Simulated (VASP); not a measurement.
Runs of VASP 6.6.1 on Al7C6N7. The cell holds an amorphous packing of atoms, 20 atoms: a = 5.907 Å, b = 6.145 Å, c = 6.089 Å, α = 87.13°, β = 94.69°, γ = 86.17°. 

| task | k mesh | smearing | gap on the mesh (eV) | pressure (GPa) | largest force (eV/Å) |
| --- | --- | --- | --- | --- | --- |
| single point | 4 × 4 × 4 | fermi-dirac 0.3447 eV | none | 6.7 | 6.09 |
| single point | 1 × 1 × 1, shifted | fermi-dirac 0.1379 eV | 0.59 | (a) | 4.94 |
| single point | 1 × 1 × 1, shifted | fermi-dirac 0.05 eV | 0.91 | 6.2 | 3.65 |
| single point | 1 × 1 × 1, shifted | fermi-dirac 0.2482 eV | 0.33 | 15.4 | (b) |

Alike in all rows: level PBE; potentials or basis VASP PAW PBE potentials, release 64 (C, Al, N); no spin polarisation; cell as given; cutoff (eV) 520.

Task: Fill in the values left out.

Result: (a) 5.7; (b) 7.14.

Caveats: some runs use coarse meshes.

A k mesh can miss the band edges.

A gap of «none» marks levels without a gap at the run's occupations.
